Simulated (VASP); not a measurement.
Write the native input for VASP 6.6.1 that does the following.

```
Task                   : single point
Functional             : PBE
Potentials or basis    : VASP PAW PBE potentials, release 64 (K_sv, F)
Cutoff                 : 520 eV
k mesh                 : 4 × 4 × 4
Occupations            : gaussian, width 0.01 eV
Spin                   : no spin polarisation
Dipole correction      : no
Further INCAR settings : ALGO = Normal; EDIFF = 1e-06; NBANDS = 15
```

The structure of KF lies in POSCAR:

```
KF
1.0
    0.0000000000      2.7387293882      2.7387293882
    2.7387293882      0.0000000000      2.7387293882
    2.7387293882      2.7387293882      0.0000000000
K F
1 1
Direct
    0.0000000000      0.0000000000      0.0000000000
    0.5000000000      0.5000000000      0.5000000000
```

This cell differs from its parent crystal: strain +3.0%.

These files were run (other wordings do the same):

INCAR

```
PREC = Accurate ; ENCUT = 520
EDIFF = 1E-6 ; ISMEAR = 0
SIGMA = 0.01 ; LREAL = F
LASPH = T ; NELM = 60
ALGO = Normal ; ISIF = 2
LWAVE = F ; LCHARG = F
GGA = PE ; NBANDS = 15
```

KPOINTS

```
Automatic mesh
0
Gamma
  4 4 4
```

Potentials or basis: VASP PAW PBE potentials, release 64 (K_sv, F).

Command:

```sh
$ cat potpaw_PBE.64/K_sv/POTCAR potpaw_PBE.64/F/POTCAR > POTCAR
$ mpirun -np 1 vasp_std > vasp.out
```

Results of the run:

- Pressure: -0.8 GPa
- Band gap on the k mesh: 5.79 eV

Caveat: the k points lie up to 0.50 Å⁻¹ apart; the cell differs from its parent crystal (strain +3.0%).

It took 10 s on 1 thread of AMD EPYC 7R13, on a shared host, peak memory 0.13 GiB.
